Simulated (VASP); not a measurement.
The system is BeS.

```
CELL_PARAMETERS angstrom
0.00000 2.36080 2.36080
2.36080 0.00000 2.36080
2.36080 2.36080 0.00000
ATOMIC_POSITIONS crystal
Be 0.00000 0.00000 0.00000
S 0.25000 0.25000 0.25000
```

Program: VASP 6.6.1. Alike in all runs: task single point; level PBE; potentials or basis VASP PAW PBE potentials, release 64 (Be, S); no spin polarisation; cell as given; cutoff (eV) 600; smearing gaussian 0.01 eV.

Q: Order these runs on this cell by their pressure, lowest first.
A. k mesh 3 × 3 × 3
B. k mesh 4 × 4 × 4
C. k mesh 2 × 2 × 2

A: B (11.5 GPa), A (13.6 GPa), C (24.4 GPa).

Caveats: all runs use coarse meshes.
